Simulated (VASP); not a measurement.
# BaTiO3 (Pm-3m) in VASP: a series of runs, part 2 of 2

VASP 6.6.1.

## (3) Single point, LDA

This run uses another cell than the first one, of 12.34 Å³/atom.

INCAR reads:

```
PREC     = Accurate       # precision mode
ENCUT    = 520            # plane-wave cutoff, eV
EDIFF    = 1E-6           # SCF threshold, eV
ISMEAR   = -1             # smearing method
SIGMA    = 0.05           # smearing width, eV
LREAL    = F              # projectors in reciprocal space
LASPH    = T              # aspherical terms in the spheres
NELM     = 60             # most SCF steps
ALGO     = Normal         # electronic algorithm
ISIF     = 2              # what is computed and relaxed
LWAVE    = F              # write WAVECAR
LCHARG   = F              # write CHGCAR
NBANDS   = 28             # bands
```

KPOINTS reads:

```
regular mesh
0
Gamma
  7 7 7
```

POSCAR reads:

```
BaTiO3
1.0
    3.9518582279      0.0000000000      0.0000000000
    0.0000000000      3.9518582279      0.0000000000
    0.0000000000      0.0000000000      3.9518582279
Ba Ti O
1 1 3
Direct
    0.5000000000      0.5000000000      0.5000000000
    0.0000000000      0.0000000000      0.0000000000
    0.0000000000      0.0000000000      0.5000000000
    0.0000000000      0.5000000000      0.0000000000
    0.5000000000      0.0000000000      0.0000000000
```

Potentials or basis: VASP PAW LDA potentials, release 64 (Ba_sv, Ti_sv, O).

Started as:

```bash
$ cat potpaw_LDA.64/Ba_sv/POTCAR potpaw_LDA.64/Ti_sv/POTCAR potpaw_LDA.64/O/POTCAR > POTCAR
$ mpirun -np 1 vasp_std > vasp.out
```

OUTCAR:

```text
PREC = Accurate
   ENCUT = 520
   EDIFF = 1E-6
   ISMEAR = -1
   LREAL = F
   LASPH = T
   NELM = 60
   ISIF = 2

 ion  position               nearest neighbor table
   1  0.500  0.500  0.500-   3 2.79   4 2.79   5 2.79   4 2.79   5 2.79   3 2.79   5 2.79   5 2.79
                             3 2.79   4 2.79   4 2.79   3 2.79   2 3.42   2 3.42   2 3.42   2 3.42
   2  0.000  0.000  0.000-   3 1.98   4 1.98   5 1.98   3 1.98   4 1.98   5 1.98   1 3.42   1 3.42
                             1 3.42   1 3.42   1 3.42   1 3.42   1 3.42   1 3.42
   3  0.000  0.000  0.500-   2 1.98   2 1.98   1 2.79   1 2.79   1 2.79   1 2.79
   4  0.000  0.500  0.000-   2 1.98   2 1.98   1 2.79   1 2.79   1 2.79   1 2.79
   5  0.500  0.000  0.000-   2 1.98   2 1.98   1 2.79   1 2.79   1 2.79   1 2.79
[... 818 lines left out ...]
  Total       -0.0286723     -0.0286723     -0.0286723     -0.0000000     -0.0000000      0.0000000
  in kB       -0.7443372     -0.7443372     -0.7443372     -0.0000000     -0.0000000      0.0000000
  external PRESSURE =      -0.7443372 kB  Pullay stress =       0.0000000 kB

 VOLUME and BASIS-vectors are now :
 -----------------------------------------------------------------------------
  energy-cutoff  :      520.00
  volume of cell :       61.72
      direct lattice vectors                 reciprocal lattice vectors
     3.951858228  0.000000000  0.000000000     0.253045515  0.000000000  0.000000000
     0.000000000  3.951858228  0.000000000     0.000000000  0.253045515  0.000000000
     0.000000000  0.000000000  3.951858228     0.000000000  0.000000000  0.253045515

 POSITION                                       TOTAL-FORCE (eV/Angst)
 -----------------------------------------------------------------------------------
      1.97593      1.97593      1.97593         0.000000      0.000000      0.000000
      0.00000      0.00000      0.00000         0.000000      0.000000      0.000000
      0.00000      0.00000      1.97593         0.000000      0.000000      0.000000
      0.00000      1.97593      0.00000         0.000000      0.000000      0.000000
      1.97593      0.00000      0.00000         0.000000      0.000000      0.000000
 -----------------------------------------------------------------------------------
    total drift:                                0.000000     -0.000000      0.000000

  FREE ENERGIE OF THE ION-ELECTRON SYSTEM (eV)
  ---------------------------------------------------
  free  energy   TOTEN  =       -44.1564713911 eV

  energy  without entropy=      -44.1564713884  energy(sigma->0) =      -44.15647139
```

OSZICAR:

```text
N       E                     dE             d eps       ncg     rms          rms(c)
DAV:   1     0.414114637706E+03    0.41411E+03   -0.20508E+04  1120   0.153E+03
DAV:   2    -0.130208818449E+02   -0.42714E+03   -0.40812E+03  1292   0.416E+02
DAV:   3    -0.527906115521E+02   -0.39770E+02   -0.39357E+02  1328   0.131E+02
DAV:   4    -0.546825614853E+02   -0.18919E+01   -0.18885E+01  1704   0.253E+01
DAV:   5    -0.547219975971E+02   -0.39436E-01   -0.39426E-01  1444   0.336E+00    0.234E+01
DAV:   6    -0.445093000299E+02    0.10213E+02   -0.55392E+01  1576   0.670E+01    0.101E+01
DAV:   7    -0.443323909985E+02    0.17691E+00   -0.89568E+00  1460   0.224E+01    0.691E+00
DAV:   8    -0.441597401369E+02    0.17265E+00   -0.92040E-01  1360   0.860E+00    0.282E+00
DAV:   9    -0.441786678269E+02   -0.18928E-01   -0.20283E-01  1472   0.292E+00    0.128E+00
DAV:  10    -0.441565529136E+02    0.22115E-01   -0.96615E-02  1320   0.326E+00    0.182E-01
DAV:  11    -0.441566020735E+02   -0.49160E-04   -0.33966E-03  1448   0.396E-01    0.653E-02
DAV:  12    -0.441565417690E+02    0.60305E-04   -0.66007E-04  1272   0.157E-01    0.700E-02
DAV:  13    -0.441564806978E+02    0.61071E-04   -0.42514E-04  1528   0.196E-01    0.330E-02
DAV:  14    -0.441564759589E+02    0.47389E-05   -0.87161E-05  1432   0.880E-02    0.162E-02
DAV:  15    -0.441564715490E+02    0.44099E-05   -0.99298E-06  1424   0.287E-02    0.411E-03
DAV:  16    -0.441564713911E+02    0.15796E-06   -0.19405E-06   940   0.820E-03
   1 F= -.44156471E+02 E0= -.44156471E+02  d E =-.262926E-08
```

Run time: 71 s. Hardware: 1 thread of Intel Xeon 8259CL, shared host; peak memory 0.17 GiB.

Results:

```yaml
Free_energy: -44.1565 eV
Pressure: -0.1 GPa
Band_gap_on_the_k_mesh: 1.79 eV (least direct gap 1.83 eV)
```

Levels at points of the mesh, in eV from the valence-band top:
```tsv
k point	band 17	band 18	band 19	band 20	band 21	band 22	band 23	band 24
(0.00, 0.00, 0.00)	-1.11	-0.04	-0.04	-0.04	1.79	1.79	1.79	4.27
```

Caveat: spin-orbit coupling is left out, which moves the levels of the heavy elements; an odd mesh through Γ misses points on the zone boundary, where band edges can lie. As with any semilocal functional, this LDA gap is likely too small.

## (4) Single point, LDA

This run uses another cell than the first one, of 12.60 Å³/atom.

INCAR reads:

```
  PREC = Accurate
  ENCUT = 520
  EDIFF = 1E-7
  ISMEAR = -1
  SIGMA = 0.05
  LREAL = F
  LASPH = T
  NELM = 60
  ALGO = Normal
  ISIF = 2
  LWAVE = F
  LCHARG = F
  GGA = CA
  NBANDS = 28
```

KPOINTS is that of step 3.

POSCAR: that of step 3 with these lines changed.

```diff
@@ -2,5 +2,5 @@
 1.0
-    3.9518582279      0.0000000000      0.0000000000
-    0.0000000000      3.9518582279      0.0000000000
-    0.0000000000      0.0000000000      3.9518582279
+    3.9791132838      0.0000000000      0.0000000000
+    0.0000000000      3.9791132838      0.0000000000
+    0.0000000000      0.0000000000      3.9791132838
 Ba Ti O
```

Potentials or basis: VASP PAW LDA potentials, release 64 (Ba_sv, Ti_sv, O).

Started as:

```bash
$ cat potpaw_LDA.64/Ba_sv/POTCAR potpaw_LDA.64/Ti_sv/POTCAR potpaw_LDA.64/O/POTCAR > POTCAR
$ mpirun -np 1 vasp_std > vasp.out
```

OUTCAR:

```text
PREC = Accurate
   ENCUT = 520
   EDIFF = 1E-7
   ISMEAR = -1
   LREAL = F
   LASPH = T
   NELM = 60
   ISIF = 2
   GGA = CA

 ion  position               nearest neighbor table
   1  0.500  0.500  0.500-   3 2.81   4 2.81   5 2.81   4 2.81   5 2.81   3 2.81   5 2.81   5 2.81
                             3 2.81   4 2.81   4 2.81   3 2.81   2 3.45   2 3.45   2 3.45   2 3.45
   2  0.000  0.000  0.000-   3 1.99   4 1.99   5 1.99   3 1.99   4 1.99   5 1.99   1 3.45   1 3.45
                             1 3.45   1 3.45   1 3.45   1 3.45   1 3.45   1 3.45
   3  0.000  0.000  0.500-   2 1.99   2 1.99   1 2.81   1 2.81   1 2.81   1 2.81
   4  0.000  0.500  0.000-   2 1.99   2 1.99   1 2.81   1 2.81   1 2.81   1 2.81
   5  0.500  0.000  0.000-   2 1.99   2 1.99   1 2.81   1 2.81   1 2.81   1 2.81

  LATTYP: Found a simple cubic cell.
 ALAT       =     3.9791132838

  Lattice vectors:

 A1 = (   3.9791132838,   0.0000000000,   0.0000000000)
 A2 = (   0.0000000000,   3.9791132838,   0.0000000000)
 A3 = (   0.0000000000,   0.0000000000,   3.9791132838)

Analysis of symmetry for initial positions (statically):
=====================================================================
 Subroutine PRICEL returns:
 Original cell was already a primitive cell.

 Routine SETGRP: Setting up the symmetry group for a
 simple cubic supercell.

 Subroutine GETGRP returns: Found 48 space group operations
 (whereof 48 operations were pure point group operations)
 out of a pool of 48 trial point group operations.

The static configuration has the point symmetry O_h .

Analysis of symmetry for dynamics (positions and initial velocities):
=====================================================================
 Subroutine PRICEL returns:
 Original cell was already a primitive cell.

 Routine SETGRP: Setting up the symmetry group for a
 simple cubic supercell.

 Subroutine GETGRP returns: Found 48 space group operations
 (whereof 48 operations were pure point group operations)
 out of a pool of 48 trial point group operations.

[... 122 lines left out ...]
  volume/ion in A,a.u.               =      12.60        85.03
  Fermi-wavevector in a.u.,A,eV,Ry     =   1.407047  2.658933 26.936549  1.979781
  Thomas-Fermi vector in A             =   2.529346
   LORBIT       =      0    0 simple, 1 ext, 2 COOP (PROOUT), +10 PAW based schemes
   GGA     = CA    functional components
   LHFCALC =     F    Hartree Fock is set to
   AEXX    =    0.0000 exact exchange contribution
   IVDW    =     0    specifies the selected vdW correction
   LEPSILON=     F    determine dielectric tensor
   LRPA    =     F    only Hartree local field effects (RPA)
 non-spin polarized calculation
  energy-cutoff  :      520.00
  volume of cell :       63.00
 maximum number of plane-waves:      1743
 NGX is ok and might be reduce to    30
   NGX = 15   NGY = 15   NGZ = 15

 number of electron      39.9999977 magnetization

 Free energy of the ion-electron system (eV)
  ---------------------------------------------------
  ext. energy  EPLUGINS =         0.00000000
  ---------------------------------------------------
  free energy    TOTEN  =       -44.14172159 eV

  energy without entropy =      -44.14172159  energy(sigma->0) =      -44.14172159

 E-fermi :   4.5088     XC(G=0): -11.8276

 val. band max:        3.5991405173   @ k =   0.4286   0.4286   0.4286
 cond. band min:       5.3517389678   @ k =   0.0000   0.0000   0.0000
 fundamental gap:      1.7525984505
 Fermi energy:         4.5087963704

 k-point     1 :       0.0000    0.0000    0.0000
  band No.  band energies     occupation
      1     -52.1502      2.00000
      2     -28.7750      2.00000
      3     -28.7750      2.00000
      4     -28.7750      2.00000
      5     -20.9573      2.00000
      6     -12.9583      2.00000
[... 609 lines left out ...]
     27      11.4202      0.00000
     28      11.4202      0.00000

------------------------ aborting loop because EDIFF is reached ----------------------------------------

  FORCE on cell =-STRESS in cart. coord.  units (eV):
  Direction    XX          YY          ZZ          XY          YZ          ZX
  --------------------------------------------------------------------------------------
  -------------------------------------------------------------------------------------
  Total       -1.5301698     -1.5301698     -1.5301698      0.0000000      0.0000000      0.0000000
  in kB      -38.9126948    -38.9126948    -38.9126948      0.0000000      0.0000000      0.0000000
  external PRESSURE =     -38.9126948 kB  Pullay stress =       0.0000000 kB

 VOLUME and BASIS-vectors are now :
 -----------------------------------------------------------------------------
  energy-cutoff  :      520.00
  volume of cell :       63.00
      direct lattice vectors                 reciprocal lattice vectors
     3.979113284  0.000000000  0.000000000     0.251312272  0.000000000  0.000000000
     0.000000000  3.979113284  0.000000000     0.000000000  0.251312272  0.000000000
     0.000000000  0.000000000  3.979113284     0.000000000  0.000000000  0.251312272

 POSITION                                       TOTAL-FORCE (eV/Angst)
 -----------------------------------------------------------------------------------
      1.98956      1.98956      1.98956         0.000000      0.000000      0.000000
      0.00000      0.00000      0.00000         0.000000      0.000000      0.000000
      0.00000      0.00000      1.98956         0.000000      0.000000      0.000000
      0.00000      1.98956      0.00000         0.000000      0.000000      0.000000
      1.98956      0.00000      0.00000         0.000000      0.000000      0.000000
 -----------------------------------------------------------------------------------
    total drift:                                0.000000     -0.000000      0.000000

  FREE ENERGIE OF THE ION-ELECTRON SYSTEM (eV)
  ---------------------------------------------------
  free  energy   TOTEN  =       -44.1417215908 eV

  energy  without entropy=      -44.1417215869  energy(sigma->0) =      -44.14172159
```

OSZICAR:

```text
N       E                     dE             d eps       ncg     rms          rms(c)
DAV:   1     0.415322208514E+03    0.41532E+03   -0.20456E+04  1120   0.152E+03
DAV:   2    -0.142990898920E+02   -0.42962E+03   -0.41056E+03  1292   0.415E+02
DAV:   3    -0.527419436998E+02   -0.38443E+02   -0.38080E+02  1284   0.129E+02
DAV:   4    -0.547579199645E+02   -0.20160E+01   -0.20126E+01  1804   0.256E+01
DAV:   5    -0.547894453971E+02   -0.31525E-01   -0.31518E-01  1408   0.313E+00    0.229E+01
DAV:   6    -0.445191578945E+02    0.10270E+02   -0.56440E+01  1608   0.661E+01    0.101E+01
DAV:   7    -0.443457462790E+02    0.17341E+00   -0.95559E+00  1500   0.228E+01    0.675E+00
DAV:   8    -0.441483093818E+02    0.19744E+00   -0.79372E-01  1316   0.806E+00    0.299E+00
DAV:   9    -0.441667232393E+02   -0.18414E-01   -0.24546E-01  1540   0.348E+00    0.137E+00
DAV:  10    -0.441428638806E+02    0.23859E-01   -0.12897E-01  1224   0.387E+00    0.330E-01
DAV:  11    -0.441418082516E+02    0.10556E-02   -0.84600E-03  1444   0.697E-01    0.855E-02
DAV:  12    -0.441421244018E+02   -0.31615E-03   -0.18316E-03  1588   0.332E-01    0.174E-01
DAV:  13    -0.441417207548E+02    0.40365E-03   -0.13295E-03  1524   0.350E-01    0.113E-02
DAV:  14    -0.441417225150E+02   -0.17602E-05   -0.46337E-05  1364   0.599E-02    0.114E-02
DAV:  15    -0.441417219846E+02    0.53041E-06   -0.32207E-06  1444   0.144E-02    0.526E-03
DAV:  16    -0.441417216022E+02    0.38240E-06   -0.94355E-07  1316   0.938E-03    0.843E-04
DAV:  17    -0.441417215908E+02    0.11382E-07   -0.10024E-07   968   0.274E-03
   1 F= -.44141722E+02 E0= -.44141722E+02  d E =-.387837E-08
```

Run time: 71 s. Hardware: 1 thread of Intel Xeon 8259CL, shared host; peak memory 0.17 GiB.

What came out:

| Property | Result |
| --- | --- |
| Free energy | -44.1417 eV |
| Pressure | -3.9 GPa |
| Band gap on the k mesh | 1.75 eV (least direct gap 1.81 eV) |

Caveat: the cell stands under tension; spin-orbit coupling is left out, which moves the levels of the heavy elements; an odd mesh through Γ misses points on the zone boundary, where band edges can lie.

## (5) Overview

| cell | gap on the mesh (eV) | pressure (GPa) |
| --- | --- | --- |
| a = 3.924 Å, 5 atoms | 1.83 | 4.2 |
| a = 3.952 Å, 5 atoms | 1.79 | -0.1 |
| a = 3.979 Å, 5 atoms | 1.75 | -3.9 |

Alike in all rows: task single point; level LDA; potentials or basis VASP PAW LDA potentials, release 64 (Ba_sv, Ti_sv, O); no spin polarisation; k mesh 7 × 7 × 7; cutoff (eV) 520; smearing fermi-dirac 0.05 eV.

Caveats: spin-orbit coupling is left out, which moves the levels of the heavy elements; an odd mesh through Γ misses points on the zone boundary, where band edges can lie; the cell stands under pressure (at least some runs); the cell stands under tension (at least some runs).

Total energies depend on the potentials used, so only differences within one code and one set of settings carry meaning.
